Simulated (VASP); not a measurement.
KHoC:

```
K Ho C
1.0
     5.64244    0.00000    0.00000
    -2.82122    4.88650    0.00000
     0.00000    0.00000    6.15631
K Ho C
2 2 2
Direct
  0.33333 0.66667 0.00000
  0.66667 0.33333 0.00000
  0.00000 0.00000 0.00000
  0.00000 0.00000 0.50000
  0.33333 0.66667 0.50000
  0.66667 0.33333 0.50000
```

The cell was built from a structure type or drawn by symmetry, and may not be a known phase.

* Program: VASP 6.6.1
* Task: relaxation of cell and atoms
* Functional: PBE
* Potentials or basis: VASP PAW PBE potentials, release 64 (K_sv, Ho_3, C), 4f in core
* Cutoff: 600 eV
* k mesh: 6 × 6 × 4
* Occupations: gaussian, width 0.1 eV
* Spin: no spin polarisation

At the start: pressure -1.8 GPa; volume 28.29 Å³/atom.

**Question.** How do energy, volume and symmetry change on relaxing?

**Answer.** Over 6 steps the energy falls by 18.3 meV/atom and the volume is 25.76 Å³/atom (-8.9 %); space group P6/mmm (No. 191, to 0.1 Å) before and after.

The path:
```
step  energy change (eV)  largest force (eV/Å)  pressure (GPa)  volume (Å³)
   1              0.0000                0.0000           -1.83       169.74
   2             -0.0815                0.0000           -1.04       161.91
   3             -0.1069                0.0000           -0.22       155.69
   4             -0.1071                0.0000           -0.12       155.07
   5             -0.1070                0.0000           -0.17       155.36
   6             -0.1096                0.0000           -0.12       154.57
```

Final structure:
```
CELL_PARAMETERS angstrom
5.50561 0.00000 0.00000
-2.75281 4.76800 0.00000
0.00000 0.00000 5.88820
ATOMIC_POSITIONS crystal
K 0.33333 0.66667 0.00000
K 0.66667 0.33333 0.00000
Ho 0.00000 0.00000 0.00000
Ho 0.00000 0.00000 0.50000
C 0.33333 0.66667 0.50000
C 0.66667 0.33333 0.50000
```
